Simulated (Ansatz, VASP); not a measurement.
# AgCl: VASP beside Ansatz

INCAR

```
ALGO = Normal
EDIFF = 1E-7
ENCUT = 520
GGA = PE
ISIF = 2
ISMEAR = 0
LASPH = T
LCHARG = T
LELF = T
LREAL = F
LVHAR = T
LWAVE = F
NBANDS = 16
NELM = 60
PREC = Accurate
SIGMA = 0.01
```

KPOINTS

```
k-points
0
Gamma
  6 6 6
```

File POSCAR:

```
AgCl
1.0
    0.0000000000      2.8331194242      2.8331194242
    2.8331194242      0.0000000000      2.8331194242
    2.8331194242      2.8331194242      0.0000000000
Ag Cl
1 1
Direct
    0.0000000000      0.0000000000      0.0000000000
    0.5000000000      0.5000000000      0.5000000000
```

Input for Ansatz:

```yaml
crystal:
  lattice:
    - [0.0, 2.8331194242, 2.8331194242]
    - [2.8331194242, 0.0, 2.8331194242]
    - [2.8331194242, 2.8331194242, 0.0]
  atoms:
    - { symbol: Ag, position: [0.0, 0.0, 0.0] }
    - { symbol: Cl, position: [0.5, 0.5, 0.5] }
kpoints:
  mp_grid: { grid: [6, 6, 6] }
hamiltonian:
  xc: pbe
scf:
  occupations: { method: fixed }
  n_extra_bands: 4
output:
  forces: true
  stress: true
  eigenvalues: true
```

Alike in both runs: task single point; functional PBE; k mesh 6 × 6 × 6; no spin polarisation.

```csv
,VASP,Ansatz
version,VASP 6.6.1,Ansatz 0.2.0
potentials or method,"VASP PAW PBE potentials, release 64 (Ag, Cl)","plane waves, PAW"
plane-wave cutoff (eV),520,420
occupations,"gaussian, width 0.01 eV",fixed
valence electrons in the cell,18,26
```

VASP gave:

```
gap on the k mesh at the Fermi level (eV) : 0.93
pressure (GPa)                            : -1.2
```

Task: Estimate Ansatz's values.

Result: gap on the k mesh at the Fermi level (eV): 0.94; pressure (GPa): -1.1.

VASP's potentials hold 18 valence electrons a cell and Ansatz's 26, so a difference there can come from the potentials and not from the codes.
